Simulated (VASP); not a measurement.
Write the native input for VASP 6.6.1 that does the following.

| Property | Result |
| --- | --- |
| Task | single point |
| Functional | PBE |
| Potentials or basis | VASP PAW PBE potentials, release 64 (Hf_pv, Si, Mo_sv) |
| Cutoff | 520 eV |
| k mesh | 4 × 4 × 4 |
| Occupations | gaussian, width 0.1 eV |
| Spin | no spin polarisation |
| Dipole correction | no |
| Further INCAR settings | ALGO = Fast; EDIFF = 1e-07; NBANDS = 32 |

The structure of Hf3SiMo lies in POSCAR:

```
Hf3SiMo
1.0
    4.4876880300      0.0000000000      0.0000000000
    0.0000000000      4.4876880300      0.0000000000
    0.0000000000      0.0000000000      4.4876880300
Hf Si Mo
3 1 1
Direct
    0.5000000000      0.0000000000      0.0000000000
    0.0000000000      0.5000000000      0.0000000000
    0.0000000000      0.0000000000      0.5000000000
    0.5000000000      0.5000000000      0.5000000000
    0.0000000000      0.0000000000      0.0000000000
```

The cell was built from a structure type or drawn by symmetry, and may not be a known phase.

The input as run:

INCAR

```
SYSTEM = Hf3SiMo
PREC = Accurate ; ENCUT = 520
EDIFF = 1E-7 ; ISMEAR = 0
SIGMA = 0.1 ; LREAL = .False.
LASPH = .True. ; NELM = 80
ALGO = Fast ; ISIF = 2
LWAVE = .False. ; LCHARG = .False.
GGA = PE ; NBANDS = 32
```

KPOINTS

```
regular mesh
0
Gamma
  4 4 4
  0 0 0
```

Potentials or basis: VASP PAW PBE potentials, release 64 (Hf_pv, Si, Mo_sv).

Launch:

```bash
$ cat potpaw_PBE.64/Hf_pv/POTCAR potpaw_PBE.64/Si/POTCAR potpaw_PBE.64/Mo_sv/POTCAR > POTCAR
$ mpirun -np 1 vasp_std > vasp.out
```

It gave:

```yaml
Pressure: 42.6 GPa
Band_gap_on_the_k_mesh: zero (bands 24 and 25 overlap by 1.24 eV)
```

Caveat: the cell stands under pressure; spin-orbit coupling is left out, which moves the levels of the heavy elements.

Wall time 73 s on 1 thread of Intel Xeon 8259CL (shared host), peak memory 0.22 GiB.
